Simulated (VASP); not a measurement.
# Cl (P6/mmm) in VASP: notebook, part 2 of 2

VASP 6.6.1. The steps go on from the part before.

### Step 4. Single point, PBE

This run uses another cell than the first one, of 19.98 Å³/atom.

Input file INCAR:

```
SYSTEM = Cl
PREC = Accurate ; ENCUT = 520
EDIFF = 1E-6 ; ISMEAR = -1
SIGMA = 0.1 ; LREAL = .False.
LASPH = .True. ; NELM = 100
ALGO = Normal ; ISIF = 2
LWAVE = .False. ; LCHARG = .False.
GGA = PE ; NBANDS = 10
```

Input file KPOINTS:

```
Automatic mesh
0
Gamma
  14 14 13
  0 0 0
```

Input file POSCAR:

```
Cl
1.0
    3.2007386788     -0.0000000001      0.0000000000
   -1.6003693393      2.7719210067      0.0000000000
    0.0000000000      0.0000000000      2.2523033869
Cl
1
Direct
    0.0000000000      0.0000000000      0.0000000000
```

Potentials or basis: VASP PAW PBE potentials, release 64 (Cl).

The run is started by

```sh
$ cat potpaw_PBE.64/Cl/POTCAR > POTCAR
$ mpirun -np 1 vasp_std > vasp.out
```

OUTCAR:

```text
SYSTEM = Cl
   PREC = Accurate
   ENCUT = 520
   EDIFF = 1E-6
   ISMEAR = -1
   LREAL = .False.
   LASPH = .True.
   NELM = 100
   ISIF = 2
   GGA = PE

 ion  position               nearest neighbor table
   1  0.000  0.000  0.000-

  LATTYP: Found a hexagonal cell.
 ALAT       =     3.2007386788
 C/A-ratio  =     0.7036823724

  Lattice vectors:

 A1 = (   3.2007386788,  -0.0000000001,   0.0000000000)
 A2 = (  -1.6003693393,   2.7719210067,   0.0000000000)
 A3 = (   0.0000000000,   0.0000000000,   2.2523033869)

Analysis of symmetry for initial positions (statically):
=====================================================================
 Subroutine PRICEL returns:
 Original cell was already a primitive cell.

 Routine SETGRP: Setting up the symmetry group for a
 hexagonal supercell.

 Subroutine GETGRP returns: Found 24 space group operations
 (whereof 24 operations were pure point group operations)
 out of a pool of 24 trial point group operations.

The static configuration has the point symmetry D_6h.

Analysis of symmetry for dynamics (positions and initial velocities):
[... 162 lines left out ...]
 Fermi energy:         3.0478520379

 k-point     1 :       0.0000    0.0000    0.0000
  band No.  band energies     occupation
      1     -14.3903      2.00000
      2       1.1971      2.00000
      3       1.1971      2.00000
      4       7.5613      0.00000
      5       9.5558      0.00000
      6      14.7899      0.00000
      7      14.7899      0.00000
      8      17.3336      0.00000
      9      20.8433      0.00000
     10      27.9125      0.00000
[... 287 lines left out ...]
 k-point    24 :       0.3571    0.2857    0.0000
  band No.  band energies     occupation
      1     -13.4323      2.00000
      2      -1.9019      2.00000
      3      -1.3671      2.00000
      4       7.8853      0.00000
      5      13.9094      0.00000
      6      15.2028      0.00000
      7      16.8988      0.00000
      8      22.7845      0.00000
      9      25.5177      0.00000
     10      25.6979      0.00000

 [... further k-points ...]

------------------------ aborting loop because EDIFF is reached ----------------------------------------

  FORCE on cell =-STRESS in cart. coord.  units (eV):
  Direction    XX          YY          ZZ          XY          YZ          ZX
  --------------------------------------------------------------------------------------
  -------------------------------------------------------------------------------------
  Total        1.1317760      1.1317760      1.0982437      0.0000000     -0.0000000      0.0000000
  in kB       90.7429964     90.7429964     88.0544573      0.0000000     -0.0000000      0.0000000
  external PRESSURE =      89.8468167 kB  Pullay stress =       0.0000000 kB

 VOLUME and BASIS-vectors are now :
 -----------------------------------------------------------------------------
  energy-cutoff  :      520.00
  volume of cell :       19.98
      direct lattice vectors                 reciprocal lattice vectors
     3.200738679 -0.000000000  0.000000000     0.312427880  0.180380321  0.000000000
    -1.600369339  2.771921007  0.000000000     0.000000000  0.360760641  0.000000000
     0.000000000  0.000000000  2.252303387     0.000000000  0.000000000  0.443989920

 POSITION                                       TOTAL-FORCE (eV/Angst)
 -----------------------------------------------------------------------------------
      0.00000      0.00000      0.00000         0.000000      0.000000      0.000000
 -----------------------------------------------------------------------------------
    total drift:                               -0.000000      0.000000      0.000000

  FREE ENERGIE OF THE ION-ELECTRON SYSTEM (eV)
  ---------------------------------------------------
  free  energy   TOTEN  =        -1.5171495227 eV

  energy  without entropy=       -1.5002236296  energy(sigma->0) =       -1.50868658
```

OSZICAR:

```text
N       E                     dE             d eps       ncg     rms          rms(c)
DAV:   1     0.187823114315E+02    0.18782E+02   -0.30184E+03  3432   0.534E+02
DAV:   2    -0.955082509052E+00   -0.19737E+02   -0.19025E+02  4386   0.103E+02
DAV:   3    -0.157322593088E+01   -0.61814E+00   -0.61253E+00  4102   0.163E+01
DAV:   4    -0.157536441435E+01   -0.21385E-02   -0.21381E-02  4450   0.116E+00
DAV:   5    -0.157537099744E+01   -0.65831E-05   -0.65832E-05  4120   0.572E-02    0.937E+00
DAV:   6    -0.153198332830E+01    0.43388E-01   -0.30190E-02  3798   0.104E+00    0.581E+00
DAV:   7    -0.151762158253E+01    0.14362E-01   -0.55179E-02  3852   0.144E+00    0.227E-01
DAV:   8    -0.151712572729E+01    0.49586E-03   -0.34093E-03  3736   0.403E-01    0.884E-02
DAV:   9    -0.151714052802E+01   -0.14801E-04   -0.86504E-05  4122   0.663E-02    0.224E-02
DAV:  10    -0.151714938558E+01   -0.88576E-05   -0.87479E-06  3720   0.207E-02    0.203E-02
DAV:  11    -0.151714952268E+01   -0.13711E-06   -0.69082E-07  3932   0.554E-03
   1 F= -.15171495E+01 E0= -.15086866E+01  d E =-.169259E-01
```

Run time: 29 s. Hardware: 1 thread of Intel Xeon 8259CL, shared host; peak memory 0.14 GiB.

What came out:

```yaml
Free_energy: -1.5171 eV
Pressure: 9.0 GPa
Band_gap_on_the_k_mesh: zero (an odd number of electrons rules out a gap without spin polarisation)
```

Caveat: the cell stands under pressure; an odd number of electrons without spin polarisation forces a metal; a magnetic or distorted state may lie lower.

### Step 5. Single point, PBE (19.98 Å³/atom)

This run uses another cell than the first one, of 19.98 Å³/atom.

Input file INCAR:

```
ALGO = Normal ; EDIFF = 1E-7
ENCUT = 520 ; GGA = PE
ISIF = 2 ; ISMEAR = -1
LASPH = T ; LCHARG = T
LELF = T ; LREAL = F
LVHAR = T ; LWAVE = F
NBANDS = 10 ; NELM = 60
PREC = Accurate ; SIGMA = 0.1
```

Input file KPOINTS:

```
k-points
0
Gamma
  14 14 13
```

Changes to POSCAR since step 4:

```diff
@@ -2,3 +2,3 @@
 1.0
-    3.2007386788     -0.0000000001      0.0000000000
+    3.2007386788      0.0000000000      0.0000000000
    -1.6003693393      2.7719210067      0.0000000000
```

The run is started by

```sh
$ cat potpaw_PBE.64/Cl/POTCAR > POTCAR
$ mpirun -np 1 vasp_std > vasp.out
```

Run time: 30 s. Hardware: 1 thread of Intel Xeon 8259CL, shared host; peak memory 0.14 GiB.

Results (log left out):

```yaml
Free_energy: -1.5171 eV
Pressure: 9.0 GPa
Band_gap_on_the_k_mesh: zero (an odd number of electrons rules out a gap without spin polarisation)
```

Stress tensor (GPa, compression positive):
```
9.08 0.00 0.00
0.00 9.08 0.00
0.00 0.00 8.81
```

Levels at points of the mesh, in eV from the Fermi level:
| k point | band 1 | band 2 | band 3 | band 4 | band 5 | band 6 |
| --- | --- | --- | --- | --- | --- | --- |
| (0.00, 0.00, 0.00) | -17.44 | -1.85 | -1.85 | 4.51 | 6.51 | 11.74 |
| (0.50, 0.00, 0.00) | -16.59 | -5.67 | -2.70 | 4.80 | 7.18 | 14.32 |

Caveat: the cell stands under pressure; an odd number of electrons without spin polarisation forces a metal; a magnetic or distorted state may lie lower.

### Step 6. Single point, PBE

This run uses another cell than the first one, of 23.06 Å³/atom.

Input file INCAR:

```
  PREC = Accurate
  ENCUT = 520
  EDIFF = 1E-7
  ISMEAR = -1
  SIGMA = 0.1
  LREAL = F
  LASPH = T
  NELM = 80
  ALGO = Normal
  ISIF = 2
  LWAVE = F
  LCHARG = F
  GGA = PE
  NBANDS = 10
```

Input file KPOINTS:

```
Automatic mesh
0
Gamma
  14 14 13
```

Input file POSCAR:

```
Cl
1.0
    3.4135970153      0.0000000000      0.0000000000
   -1.7067985076      2.9562617335      0.0000000000
    0.0000000000      0.0000000000      2.2848133754
Cl
1
Direct
    0.0000000000      0.0000000000      0.0000000000
```

Potentials or basis: VASP PAW PBE potentials, release 64 (Cl).

The run is started by

```sh
$ cat potpaw_PBE.64/Cl/POTCAR > POTCAR
$ mpirun -np 1 vasp_std > vasp.out
```

It took 54 s on 1 thread of Intel Xeon 8259CL, shared host; peak memory 0.15 GiB.

It converged, with:

| Property | Result |
| --- | --- |
| Free energy | -1.6288 eV |
| Pressure | 3.2 GPa |
| Band gap on the k mesh | zero (an odd number of electrons rules out a gap without spin polarisation) |

Stress tensor (GPa, compression positive):
```
3.31 0.00 0.00
0.00 3.31 0.00
0.00 0.00 3.09
```

Levels at points of the mesh, in eV from the Fermi level:
```
           k point  band 1  band 2  band 3  band 4  band 5  band 6  band 7
(0.00, 0.00, 0.00)  -16.66   -1.95   -1.95    4.52    6.31   11.63   11.63
(0.50, 0.00, 0.00)  -16.15   -4.71   -2.56    4.68    7.52   14.02   14.25
```

Caveat: the cell stands under pressure; an odd number of electrons without spin polarisation forces a metal; a magnetic or distorted state may lie lower.

### Step 7. The runs side by side

| cell | gap on the mesh (eV) | pressure (GPa) |
| --- | --- | --- |
| a = 2.749, b = 2.749, c = 2.114 Å, angles 90.0, 90.0, 120.0°, 1 atom | none | 56.9 |
| a = 2.982, b = 2.982, c = 2.196 Å, angles 90.0, 90.0, 120.0°, 1 atom | none | 22.9 |
| a = 3.201, b = 3.201, c = 2.252 Å, angles 90.0, 90.0, 120.0°, 1 atom | none | 9.0 |
| a = 3.414, b = 3.414, c = 2.285 Å, angles 90.0, 90.0, 120.0°, 1 atom | none | 3.2 |

Alike in all rows: task single point; level PBE; potentials or basis VASP PAW PBE potentials, release 64 (Cl); no spin polarisation; k mesh 14 × 14 × 13; cutoff (eV) 520; smearing fermi-dirac 0.1 eV.

Caveats: the cell stands under pressure; an odd number of electrons without spin polarisation forces a metal; a magnetic or distorted state may lie lower.

Total energies depend on the potentials used, so only differences within one code and one set of settings carry meaning.
